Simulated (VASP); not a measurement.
# V (P6_3/mmc) in VASP: single point with PBE

Aim: the single point of V with PBE.

All numbers are computed with VASP 6.6.1; they aren't measurements. Logs are shortened: lines on timing, memory, paths and dates and some standing lists are left out, and cuts for length are marked.

## 1. The cell of the first run

It takes space group P6_3/mmc (No. 194, hexagonal). The conventional cell has a = 2.878 Å, b = 2.878 Å, c = 4.835 Å, α = 90.00°, β = 90.00°, γ = 120.00°. V (site symmetry -6m2) has 12 V at 2.88 to 2.93 Å within 3.8 Å.

This isn't the form of V at room conditions, which is bcc.

## 2. Single point, PBE, collinear spin, ferromagnetic start (Ta replaced by V, lengths x 0.940, strained)

INCAR

```
PREC = Accurate ; ENCUT = 520
EDIFF = 1E-7 ; ISMEAR = 0
SIGMA = 0.1 ; LREAL = F
LASPH = T ; NELM = 150
ALGO = Normal ; ISIF = 2
LWAVE = F ; LCHARG = F
ISPIN = 2 ; MAGMOM = 0.58 0.58
LORBIT = 11 ; LMAXMIX = 4
GGA = PE ; NBANDS = 24
```

KPOINTS

```
regular mesh
0
Gamma
  18 18 10
```

POSCAR

```
V
1.0
    2.8777439498      0.0000000000      0.0000000000
   -1.4388719749      2.4921993661      0.0000000000
    0.0000000000      0.0000000000      4.8345899099
V
2
Direct
    0.6666666700      0.3333333300      0.7500000000
    0.3333333300      0.6666666700      0.2500000000
```

Potentials or basis: VASP PAW PBE potentials, release 64 (V_sv).

Command:

```sh
cat potpaw_PBE.64/V_sv/POTCAR > POTCAR
mpirun -np 1 vasp_std > vasp.out
```

OUTCAR:

```text
PREC = Accurate
   ENCUT = 520
   EDIFF = 1E-7
   ISMEAR = 0
   LREAL = F
   LASPH = T
   NELM = 150
   ISIF = 2
   ISPIN = 2
   LORBIT = 11
   GGA = PE

 ion  position               nearest neighbor table
   1  0.667  0.333  0.750-
   2  0.333  0.667  0.250-

  LATTYP: Found a hexagonal cell.
 ALAT       =     2.8777439498
 C/A-ratio  =     1.6799930759

  Lattice vectors:

 A1 = (   2.8777439498,   0.0000000000,   0.0000000000)
 A2 = (  -1.4388719749,   2.4921993661,   0.0000000000)
 A3 = (   0.0000000000,   0.0000000000,   4.8345899099)

Analysis of symmetry for initial positions (statically):
=====================================================================
 Subroutine PRICEL returns:
 Original cell was already a primitive cell.

 Routine SETGRP: Setting up the symmetry group for a
 hexagonal supercell.

 Subroutine GETGRP returns: Found 24 space group operations
 (whereof 12 operations were pure point group operations)
 out of a pool of 24 trial point group operations.

The static configuration has the point symmetry D_3d.
 The point group associated with its full space group is D_6h.

Analysis of symmetry for dynamics (positions and initial velocities):
=====================================================================
 Subroutine PRICEL returns:
 Original cell was already a primitive cell.

 Routine SETGRP: Setting up the symmetry group for a
 hexagonal supercell.

 Subroutine GETGRP returns: Found 24 space group operations
 (whereof 12 operations were pure point group operations)
 out of a pool of 24 trial point group operations.

The dynamic configuration has the point symmetry D_3d.
 The point group associated with its full space group is D_6h.

Analysis of structural, dynamic, and magnetic symmetry:
=====================================================================
 Subroutine PRICEL returns:
 Original cell was already a primitive cell.

 Routine SETGRP: Setting up the symmetry group for a
 hexagonal supercell.

 Subroutine GETGRP returns: Found 24 space group operations
 (whereof 12 operations were pure point group operations)
 out of a pool of 24 trial point group operations.

The overall configuration has the point symmetry D_3d.
 The point group associated with its full space group is D_6h.

 Subroutine INISYM returns: Found 24 space group operations
 (whereof 12 operations are pure point group operations),
 and found     1 'primitive' translations

----------------------------------------------------------------------------------------

                                     Primitive cell

  volume of cell :      34.6733

  direct lattice vectors                    reciprocal lattice vectors
     2.877743950  0.000000000  0.000000000     0.347494432  0.200626004  0.000000000
    -1.438871975  2.492199366  0.000000000     0.000000000  0.401252008  0.000000000
     0.000000000  0.000000000  4.834589910     0.000000000  0.000000000  0.206842776

  length of vectors
     2.877743950  2.877743950  4.834589910     0.401252008  0.401252008  0.206842776

  position of ions in fractional coordinates (direct lattice)
     0.666666670  0.333333330  0.750000000
     0.333333330  0.666666670  0.250000000

  ion indices of the primitive-cell ions
   primitive index   ion index
                 1           1
                 2           2

----------------------------------------------------------------------------------------

 KPOINTS: regular mesh

Automatic generation of k-mesh.
 Grid dimensions read from file:
 generate k-points for:   18   18   10

 Generating k-lattice:

  Cartesian coordinates                     Fractional coordinates (reciprocal lattice)
     0.019305246  0.011145889  0.000000000     0.055555556 -0.000000000  0.000000000
     0.000000000  0.022291778  0.000000000     0.000000000  0.055555556  0.000000000
     0.000000000  0.000000000  0.020684278     0.000000000  0.000000000  0.100000000

  Length of vectors
     0.022291778  0.022291778  0.020684278

  Shift w.r.t. Gamma in fractional coordinates (k-lattice)
     0.000000000  0.000000000  0.000000000

 Subroutine IBZKPT returns following result:
 ===========================================

 Found    222 irreducible k-points:

 Following reciprocal coordinates:
            Coordinates               Weight
  0.000000  0.000000  0.000000      1.000000
  0.055556  0.000000  0.000000      6.000000
  0.111111  0.000000  0.000000      6.000000
  0.166667 -0.000000  0.000000      6.000000
  0.222222  0.000000  0.000000      6.000000
  0.277778 -0.000000  0.000000      6.000000
[... 16 lines left out ...]
  0.333333  0.111111  0.000000     12.000000
  0.388889  0.111111  0.000000     12.000000
 [... further k-points ...]
   k-points           NKPTS =    222   k-points in BZ     NKDIM =    222   number of bands    NBANDS=     24
   number of dos      NEDOS =    301   number of ions     NIONS =      2
   total plane-waves  NPLWV =  20736
   dimension x,y,z NGX =    24 NGY =   24 NGZ =   36
   dimension x,y,z NGXF=    48 NGYF=   48 NGZF=   72
   ions per type =               2
   NGX,Y,Z   is equivalent  to a cutoff of  13.86, 13.86, 12.38 a.u.
   NGXF,Y,Z  is equivalent  to a cutoff of  27.73, 27.73, 24.76 a.u.
 SYSTEM =  unknown system
   PREC   = accura    normal or accurate (medium, high low for compatibility)
   ISTART =      0    job   : 0-new  1-cont  2-samecut
   ICHARG =      2    charge: 1-file 2-atom 10-const
   ISPIN  =      2    spin polarized calculation?
   LNONCOLLINEAR =      F non collinear calculations
   LSORBIT =      F    spin-orbit coupling
   LASPH  =      T    aspherical Exc in radial PAW
   ENCUT  =  520.0 eV  38.22 Ry    6.18 a.u.   5.35  5.35  8.99*2*pi/ulx,y,z
   NELM   =    150;   NELMIN=  2; NELMDL= -5     # of ELM steps
   EDIFF  = 0.1E-06   stopping-criterion for ELM
   LREAL  =      F    real-space projection
   EDIFFG = 0.1E-05   stopping-criterion for IOM
   NSW    =      0    number of steps for IOM
   IBRION =     -1    ionic relax: 0-MD 1-quasi-New 2-CG
   NFREE  =      0    steps in history (QN), initial steepest desc. (CG)
   ISIF   =      2    stress and relaxation
   ISYM   =      2    0-nonsym 1-usesym 2-fastsym
   POTIM  = 0.5000    time-step for ionic-motion
   TEBEG  =    0.0;   TEEND  =   0.0 temperature during run
   PSTRESS=    0.0 pullay stress
   NELECT =      26.0000    total number of electrons
   NUPDOWN=      -1.0000    fix difference up-down
   EMIN   =  10.00;   EMAX   =-10.00  energy-range for DOS
   EFERMI =   0.00;   METHOD = LEGACY
   ISMEAR =     0;   SIGMA  =   0.10  broadening in eV -4-tet -1-fermi 0-gaus
   EFERMI_NEDOS =   21; number of points for ismear=-14 and -15
   IALGO  =     38    algorithm
   IMIX   =      4    mixing-type and parameters
     AMIX     =   0.40;   BMIX     =  1.00
     AMIX_MAG =   1.60;   BMIX_MAG =  1.00
  volume/ion in A,a.u.               =      17.34       116.99
  Fermi-wavevector in a.u.,A,eV,Ry     =   1.487309  2.810606 30.097269  2.212087
  Thomas-Fermi vector in A             =   2.600486
   LORBIT       =     11    0 simple, 1 ext, 2 COOP (PROOUT), +10 PAW based schemes
   GGA     = PE    functional components
   LHFCALC =     F    Hartree Fock is set to
   AEXX    =    0.0000 exact exchange contribution
   IVDW    =     0    specifies the selected vdW correction
   LEPSILON=     F    determine dielectric tensor
   LRPA    =     F    only Hartree local field effects (RPA)
 spin polarized calculation
 Gauss-broadening in eV      SIGMA  =   0.10
  energy-cutoff  :      520.00
  volume of cell :       34.67
 maximum number of plane-waves:       954
 NGX is ok and might be reduce to    24
   NGX = 11   NGY = 11   NGZ = 17

 number of electron      26.0000004 magnetization       0.0028244

 number of electron      26.0000004 magnetization      -0.0009719

 Free energy of the ion-electron system (eV)
  ---------------------------------------------------
  ext. energy  EPLUGINS =         0.00000000
  ---------------------------------------------------
  free energy    TOTEN  =       -16.80152193 eV

  energy without entropy =      -16.77462549  energy(sigma->0) =      -16.78807371

 E-fermi :   7.2036     XC(G=0): -11.5886

 val. band max:        7.2019316309   @ k =   0.2222   0.0000   0.0000
 cond. band min:       7.2041841387   @ k =   0.3333  -0.0000   0.4000
 fundamental gap:      0.0022525077
 Fermi energy:         7.2035768156

 spin component 1

 k-point     1 :       0.0000    0.0000    0.0000
  band No.  band energies     occupation
      1     -57.1054      1.00000
      2     -57.0482      1.00000
      3     -31.0436      1.00000
      4     -30.7392      1.00000
      5     -30.7392      1.00000
      6     -30.6946      1.00000
[... 16 lines left out ...]
     23      24.5728      0.00000
     24      25.3950      0.00000
[... 598 lines left out ...]
      2     -57.0192      1.00000
      3     -31.0463      1.00000
      4     -30.9944      1.00000
      5     -30.8757      1.00000
      6     -30.8500      1.00000
[... 16 lines left out ...]
     23      17.6652      0.00000
     24      18.6969      0.00000

 [... further k-points ...]

 spin component 2

 k-point     1 :       0.0000    0.0000    0.0000
  band No.  band energies     occupation
      1     -57.1058      1.00000
      2     -57.0486      1.00000
      3     -31.0440      1.00000
      4     -30.7396      1.00000
      5     -30.7396      1.00000
      6     -30.6950      1.00000
[... 16 lines left out ...]
     23      24.5727      0.00000
     24      25.3948      0.00000
[... 598 lines left out ...]
      2     -57.0196      1.00000
      3     -31.0467      1.00000
      4     -30.9948      1.00000
      5     -30.8761      1.00000
      6     -30.8504      1.00000
[... 16 lines left out ...]
     23      17.6650      0.00000
     24      18.6967      0.00000

 [... further k-points ...]

------------------------ aborting loop because EDIFF is reached ----------------------------------------

  FORCE on cell =-STRESS in cart. coord.  units (eV):
  Direction    XX          YY          ZZ          XY          YZ          ZX
  --------------------------------------------------------------------------------------
  -------------------------------------------------------------------------------------
  Total       -5.7849081     -5.7849081     -4.5748433      0.0000000      0.0000000      0.0000000
  in kB     -267.3083188   -267.3083188   -211.3937961      0.0000000      0.0000000      0.0000000
  external PRESSURE =    -248.6701446 kB  Pullay stress =       0.0000000 kB

 VOLUME and BASIS-vectors are now :
 -----------------------------------------------------------------------------
  energy-cutoff  :      520.00
  volume of cell :       34.67
      direct lattice vectors                 reciprocal lattice vectors
     2.877743950  0.000000000  0.000000000     0.347494432  0.200626004  0.000000000
    -1.438871975  2.492199366  0.000000000     0.000000000  0.401252008  0.000000000
     0.000000000  0.000000000  4.834589910     0.000000000  0.000000000  0.206842776

 POSITION                                       TOTAL-FORCE (eV/Angst)
 -----------------------------------------------------------------------------------
      1.43887      0.83073      3.62594         0.000000     -0.000000      0.000000
     -0.00000      1.66147      1.20865        -0.000000      0.000000      0.000000
 -----------------------------------------------------------------------------------
    total drift:                               -0.000009      0.000005     -0.000000

  FREE ENERGIE OF THE ION-ELECTRON SYSTEM (eV)
  ---------------------------------------------------
  free  energy   TOTEN  =       -16.8015219329 eV

  energy  without entropy=      -16.7746254915  energy(sigma->0) =      -16.78807371

 total charge

# of ion       s       p       d       tot
------------------------------------------
    1        2.285   6.147   2.882  11.313
    2        2.285   6.147   2.882  11.313
--------------------------------------------------
tot          4.569  12.294   5.764  22.627

 magnetization (x)

# of ion       s       p       d       tot
------------------------------------------
    1       -0.000  -0.000  -0.000  -0.000
    2       -0.000  -0.000  -0.000  -0.000
--------------------------------------------------
tot         -0.000  -0.000  -0.001  -0.001
```

It took 3.4 min on 1 thread of Intel Xeon 6975P-C (Granite Rapids), shared host; peak memory 0.35 GiB.

Results:

- Free energy: -16.8015 eV
- Pressure: -24.9 GPa
- Band gap on the k mesh: zero (filled and empty bands overlap)
- Net moment: 0.00 μB per cell
- Valence electrons inside the program's atomic spheres: V 11.31

Stress tensor (GPa, compression positive):
```
-26.73   0.00   0.00
  0.00 -26.73   0.00
  0.00   0.00 -21.14
```

Levels at points of the mesh, in eV from the Fermi level:
Spin up:
```
           k point  band 11  band 12  band 13  band 14  band 15  band 16
(0.00, 0.00, 0.00)    -0.03     0.12     0.18     0.18     0.48     0.48
(0.50, 0.00, 0.00)    -1.93    -0.65    -0.05     0.19     0.34     2.27
(0.00, 0.00, 0.50)    -0.52    -0.52     0.17     0.17     0.17     0.17
(0.50, 0.00, 0.50)    -1.20    -1.20     1.01     1.01     1.08     1.08
```
Spin down:
```
           k point  band 10  band 11  band 12  band 13  band 14  band 15  band 16  band 17
(0.00, 0.00, 0.00)    -2.79    -0.03     0.12     0.18     0.18     0.48     0.48     1.07
(0.50, 0.00, 0.00)    -2.20    -1.93    -0.65    -0.05     0.19     0.34     2.27     2.30
(0.00, 0.00, 0.50)    -4.58    -0.52    -0.52     0.17     0.17     0.17     0.17     1.76
(0.50, 0.00, 0.50)    -2.54    -1.20    -1.20     1.01     1.01     1.08     1.08     2.37
```

Caveat: the cell differs from its parent crystal (Ta replaced by V, lengths x 0.940, strained); the cell stands under tension.
